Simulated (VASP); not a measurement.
# As in VASP: notebook, part 2 of 2

VASP 6.6.1. The steps go on from the part before.

**3. Single point, r2SCAN**

POSCAR reads:

```
As
1.0
    3.5749087898      0.0000000000      0.0000000000
   -1.7874543949      3.0959618282      0.0000000000
    0.0000000000      0.0000000000     26.4156438000
As
2
Direct
    0.3333333333      0.6666666667      0.3206196301
    0.6666666667      0.3333333333      0.3724477825
```

INCAR.step1 reads:

```
SYSTEM = As
PREC     = Accurate       ! precision mode
ENCUT    = 520            ! plane-wave cutoff, eV
ISMEAR   = 0              ! smearing method
SIGMA    = 0.01           ! smearing width, eV
LREAL    = .FALSE.        ! projectors in reciprocal space
LASPH    = .TRUE.         ! aspherical terms in the spheres
NELM     = 100            ! most SCF steps
LDIPOL   = .TRUE.       
IDIPOL   = 3            
DIPOL    = 0.5 0.5 0.347
NBANDS   = 12             ! bands
GGA      = PE             ! functional
ALGO     = Normal         ! electronic algorithm
EDIFF    = 1E-4           ! SCF threshold, eV
LWAVE    = .TRUE.         ! write WAVECAR
LCHARG   = .FALSE.        ! write CHGCAR
```

INCAR.step2 reads:

```
SYSTEM = As
PREC     = Accurate       ! precision mode
ENCUT    = 520            ! plane-wave cutoff, eV
EDIFF    = 1E-6           ! SCF threshold, eV
ISMEAR   = 0              ! smearing method
SIGMA    = 0.01           ! smearing width, eV
LREAL    = .FALSE.        ! projectors in reciprocal space
LASPH    = .TRUE.         ! aspherical terms in the spheres
NELM     = 100            ! most SCF steps
ALGO     = Normal         ! electronic algorithm
ISIF     = 2              ! what is computed and relaxed
LWAVE    = .FALSE.        ! write WAVECAR
LCHARG   = .FALSE.        ! write CHGCAR
LDIPOL   = .TRUE.       
IDIPOL   = 3            
DIPOL    = 0.5 0.5 0.347
METAGGA  = R2SCAN         ! meta-GGA
LMIXTAU  = .TRUE.       
NBANDS   = 12             ! bands
ISTART   = 1
```

KPOINTS reads:

```
Automatic mesh
0
G
  12 12 1
  0 0 0
```

Potentials or basis: VASP PAW PBE potentials, release 64 (As).

Command:

```console
$ cat potpaw_PBE.64/As/POTCAR > POTCAR
$ cp INCAR.step1 INCAR
$ mpirun -np 1 vasp_std > vasp.out
$ cp INCAR.step2 INCAR
$ mpirun -np 1 vasp_std > vasp.out
```

OUTCAR:

```text
SYSTEM = As
   PREC = Accurate
   ENCUT = 520
   EDIFF = 1E-6
   ISMEAR = 0
   LREAL = .FALSE.
   LASPH = .TRUE.
   NELM = 100
   ISIF = 2
   METAGGA = R2SCAN
   ISTART = 1

 ion  position               nearest neighbor table
   1  0.333  0.667  0.321-   2 2.48   2 2.48   2 2.48
   2  0.667  0.333  0.372-   1 2.48   1 2.48   1 2.48

  LATTYP: Found a hexagonal cell.
 ALAT       =     3.5749087898
 C/A-ratio  =     7.3891797954

  Lattice vectors:

 A1 = (   3.5749087898,   0.0000000000,   0.0000000000)
 A2 = (  -1.7874543949,   3.0959618282,   0.0000000000)
 A3 = (   0.0000000000,   0.0000000000,  26.4156438000)

Analysis of symmetry for initial positions (statically):
=====================================================================
 Subroutine PRICEL returns:
 Original cell was already a primitive cell.

 Routine SETGRP: Setting up the symmetry group for a
 hexagonal supercell.

 Subroutine GETGRP returns: Found 12 space group operations
 (whereof  6 operations were pure point group operations)
 out of a pool of 24 trial point group operations.

The static configuration has the point symmetry C_3v.
 The point group associated with its full space group is D_3d.

Analysis of symmetry for dynamics (positions and initial velocities):
=====================================================================
 Subroutine PRICEL returns:
 Original cell was already a primitive cell.

 Routine SETGRP: Setting up the symmetry group for a
 hexagonal supercell.

 Subroutine GETGRP returns: Found 12 space group operations
 (whereof  6 operations were pure point group operations)
 out of a pool of 24 trial point group operations.

The dynamic configuration has the point symmetry C_3v.
 The point group associated with its full space group is D_3d.

 Subroutine INISYM returns: Found 12 space group operations
 (whereof  6 operations are pure point group operations),
 and found     1 'primitive' translations
[... 122 lines left out ...]
  energy-cutoff  :      520.00
  volume of cell :      292.36
 maximum number of plane-waves:      7971
 NGX is ok and might be reduce to    28
   NGX = 13   NGY = 13   NGZ = 99

 dipolmoment           0.000000      0.000000      0.000000 electrons x Angstroem

 number of electron      10.0000001 magnetization

 dipolmoment           0.000000      0.000000     -0.000000 electrons x Angstroem

 Free energy of the ion-electron system (eV)
  ---------------------------------------------------
  ext. energy  EPLUGINS =         0.00000000
  ---------------------------------------------------
  free energy    TOTEN  =       -29.38296696 eV

  energy without entropy =      -29.38296696  energy(sigma->0) =      -29.38296696

 E-fermi :  -4.2060     XC(G=0):  -1.9467

 val. band max:       -4.2858309764   @ k =   0.0000   0.0000   0.0000
 cond. band min:      -2.2929738643   @ k =   0.3333   0.0000   0.0000
 fundamental gap:      1.9928571121
 Fermi energy:        -4.2060457080

 k-point     1 :       0.0000    0.0000    0.0000
  band No.  band energies     occupation
      1     -18.4785      2.00000
      2     -11.5438      2.00000
      3      -4.7209      2.00000
      4      -4.2858      2.00000
      5      -4.2858      2.00000
      6      -1.7627      0.00000
      7      -0.4388      0.00000
      8      -0.4388      0.00000
      9       1.2811      0.00000
     10       1.4010      0.00000
     11       1.7985      0.00000
     12       2.0114      0.00000
[... 256 lines left out ...]
 k-point    19 :       0.3333    0.3333    0.0000
  band No.  band energies     occupation
      1     -14.6243      2.00000
      2     -14.6243      2.00000
      3      -8.8919      2.00000
      4      -6.2723      2.00000
      5      -6.2723      2.00000
      6      -1.8993      0.00000
      7       0.8904      0.00000
      8       0.8904      0.00000
      9       4.6240      0.00000
     10       5.4973      0.00000
     11       5.4982      0.00000
     12       6.2179      0.00000

------------------------ aborting loop because EDIFF is reached ----------------------------------------

 vacuum level on the upper side and lower side of the slab       (xc-potential included)        -0.020        -0.021

  FORCE on cell =-STRESS in cart. coord.  units (eV):
  Direction    XX          YY          ZZ          XY          YZ          ZX
  --------------------------------------------------------------------------------------
  -------------------------------------------------------------------------------------
  Total        0.0236641      0.0236641      0.0843135      0.0000000      0.0000000      0.0000000
  in kB        0.1296819      0.1296819      0.4620468      0.0000000      0.0000000      0.0000000
  external PRESSURE =       0.2404702 kB  Pullay stress =       0.0000000 kB

 VOLUME and BASIS-vectors are now :
 -----------------------------------------------------------------------------
  energy-cutoff  :      520.00
  volume of cell :      292.36
      direct lattice vectors                 reciprocal lattice vectors
     3.574908790  0.000000000  0.000000000     0.279727417  0.161500699  0.000000000
    -1.787454395  3.095961828  0.000000000     0.000000000  0.323001398  0.000000000
     0.000000000  0.000000000 26.415643800     0.000000000  0.000000000  0.037856355

 POSITION                                       TOTAL-FORCE (eV/Angst)
 -----------------------------------------------------------------------------------
     -0.00000      2.06397      8.46937         0.000000      0.000000     -0.062642
      1.78745      1.03199      9.83845        -0.000000      0.000000      0.062642
 -----------------------------------------------------------------------------------
    total drift:                                0.000000     -0.000000      0.000035

  FREE ENERGIE OF THE ION-ELECTRON SYSTEM (eV)
  ---------------------------------------------------
  free  energy   TOTEN  =       -29.3829669554 eV

  energy  without entropy=      -29.3829669554  energy(sigma->0) =      -29.38296696

 vacuum level on the upper side and lower side of the slab         1.456         1.457
```

OUTCAR.step1:

```text
SYSTEM = As
   PREC = Accurate
   ENCUT = 520
   ISMEAR = 0
   LREAL = .FALSE.
   LASPH = .TRUE.
   NELM = 100
   GGA = PE
[... 506 lines left out ...]
     -0.00000      2.06397      8.46937         0.000000     -0.000000     -0.497019
      1.78745      1.03199      9.83845        -0.000000      0.000000      0.497019
 -----------------------------------------------------------------------------------
    total drift:                               -0.000000      0.000000     -0.000019

  FREE ENERGIE OF THE ION-ELECTRON SYSTEM (eV)
  ---------------------------------------------------
  free  energy   TOTEN  =        -9.3206359787 eV

  energy  without entropy=       -9.3206359787  energy(sigma->0) =       -9.32063598

 vacuum level on the upper side and lower side of the slab         1.458         1.458
```

Run time: 1.9 min. Hardware: 1 thread of Intel Xeon 6975P-C (Granite Rapids), shared host; peak memory 0.41 GiB.

Results:

* Free energy: -29.3830 eV
* Largest force: 0.063 eV/Å
* Band gap on the k mesh: 1.99 eV, indirect (least direct gap 2.43 eV)

Forces on the atoms (eV/Å):
```
As   0.000  0.000 -0.063
As   0.000  0.000  0.063
```

Caveat: the PAW data sets were made with another functional, which shifts forces and pressure a little.

**4. Single point, r2SCAN**

POSCAR is that of step 3.

INCAR.step1 reads:

```
SYSTEM = As
PREC     = Accurate       ! precision mode
ENCUT    = 580            ! plane-wave cutoff, eV
ISMEAR   = 0              ! smearing method
SIGMA    = 0.01           ! smearing width, eV
LREAL    = .FALSE.        ! projectors in reciprocal space
LASPH    = .TRUE.         ! aspherical terms in the spheres
NELM     = 120            ! most SCF steps
LDIPOL   = .TRUE.       
IDIPOL   = 3            
DIPOL    = 0.5 0.5 0.347
NBANDS   = 22             ! bands
GGA      = PE             ! functional
ALGO     = Normal         ! electronic algorithm
EDIFF    = 1E-5           ! SCF threshold, eV
LWAVE    = .TRUE.         ! write WAVECAR
LCHARG   = .FALSE.        ! write CHGCAR
GGA_COMPAT= .FALSE.      
NELMDL   = -8
```

Edit INCAR.step2 of step 3 so:

```diff
@@ -2,3 +2,3 @@
 PREC     = Accurate       ! precision mode
-ENCUT    = 520            ! plane-wave cutoff, eV
+ENCUT    = 580            ! plane-wave cutoff, eV
 EDIFF    = 1E-6           ! SCF threshold, eV
@@ -8,3 +8,3 @@
 LASPH    = .TRUE.         ! aspherical terms in the spheres
-NELM     = 100            ! most SCF steps
+NELM     = 120            ! most SCF steps
 ALGO     = Normal         ! electronic algorithm
@@ -18,3 +18,4 @@
 LMIXTAU  = .TRUE.       
-NBANDS   = 12             ! bands
-ISTART   = 1
+NBANDS   = 22             ! bands
+ISTART   = 1            
+GGA_COMPAT= .FALSE.
```

KPOINTS is that of step 3.

Potentials or basis: VASP PAW PBE potentials, release 64 (As_d).

Command:

```console
$ cat potpaw_PBE.64/As_d/POTCAR > POTCAR
$ cp INCAR.step1 INCAR
$ mpirun -np 1 vasp_std > vasp.out
$ cp INCAR.step2 INCAR
$ mpirun -np 1 vasp_std > vasp.out
```

OUTCAR:

```text
SYSTEM = As
   PREC = Accurate
   ENCUT = 580
   EDIFF = 1E-6
   ISMEAR = 0
   LREAL = .FALSE.
   LASPH = .TRUE.
   NELM = 120
   ISIF = 2
   METAGGA = R2SCAN
   ISTART = 1

 ion  position               nearest neighbor table
   1  0.333  0.667  0.321-   2 2.48   2 2.48   2 2.48
   2  0.667  0.333  0.372-   1 2.48   1 2.48   1 2.48

  LATTYP: Found a hexagonal cell.
 ALAT       =     3.5749087898
 C/A-ratio  =     7.3891797954

[... 664 lines left out ...]

 vacuum level on the upper side and lower side of the slab       (xc-potential included)         0.002         0.003

  FORCE on cell =-STRESS in cart. coord.  units (eV):
  Direction    XX          YY          ZZ          XY          YZ          ZX
  --------------------------------------------------------------------------------------
  -------------------------------------------------------------------------------------
  Total        0.0238483      0.0238483      0.0464172      0.0000000      0.0000000     -0.0000000
  in kB        0.1306910      0.1306910      0.2543710      0.0000000      0.0000000     -0.0000000
  external PRESSURE =       0.1719176 kB  Pullay stress =       0.0000000 kB

 VOLUME and BASIS-vectors are now :
 -----------------------------------------------------------------------------
  energy-cutoff  :      580.00
  volume of cell :      292.36
      direct lattice vectors                 reciprocal lattice vectors
     3.574908790  0.000000000  0.000000000     0.279727417  0.161500699  0.000000000
    -1.787454395  3.095961828  0.000000000     0.000000000  0.323001398  0.000000000
     0.000000000  0.000000000 26.415643800     0.000000000  0.000000000  0.037856355

 POSITION                                       TOTAL-FORCE (eV/Angst)
 -----------------------------------------------------------------------------------
     -0.00000      2.06397      8.46937         0.000000     -0.000000     -0.039161
      1.78745      1.03199      9.83845        -0.000000      0.000000      0.039161
 -----------------------------------------------------------------------------------
    total drift:                               -0.000000      0.000000      0.000057

  FREE ENERGIE OF THE ION-ELECTRON SYSTEM (eV)
  ---------------------------------------------------
  free  energy   TOTEN  =       -29.4537239776 eV

  energy  without entropy=      -29.4537239776  energy(sigma->0) =      -29.45372398

 vacuum level on the upper side and lower side of the slab         1.204         1.204
```

It took 7.4 min on 1 thread of Intel Xeon 6975P-C (Granite Rapids), shared host; peak memory 0.48 GiB.

What came out:

* Free energy: -29.4537 eV
* Largest force: 0.039 eV/Å
* Band gap on the k mesh: 1.97 eV, indirect (least direct gap 2.44 eV)

Forces in eV/Å, atoms in the order of the input:
```
As   0.000  0.000 -0.039
As   0.000  0.000  0.039
```

Caveat: the PAW data sets were made with another functional, which shifts forces and pressure a little.

**5. Overview**

```tsv
level	potentials or basis	cutoff (eV)	second run	gap on the mesh (eV)	largest force (eV/Å)
PBE	VASP PAW PBE potentials, release 64 (As)	520	-	1.68	0.49
r2SCAN	VASP PAW PBE potentials, release 64 (As)	520	-	1.99	0.06
r2SCAN	VASP PAW PBE potentials, release 64 (As_d)	580	valence_matched	1.97	0.04
```

Alike in all rows: task single point; no spin polarisation; cell as given; k mesh 12 × 12 × 1; smearing gaussian 0.01 eV.

Caveats: the PAW data sets were made with another functional, which shifts forces and pressure a little (some runs).

Total energies depend on the potentials used, so only differences within one code and one set of settings carry meaning.
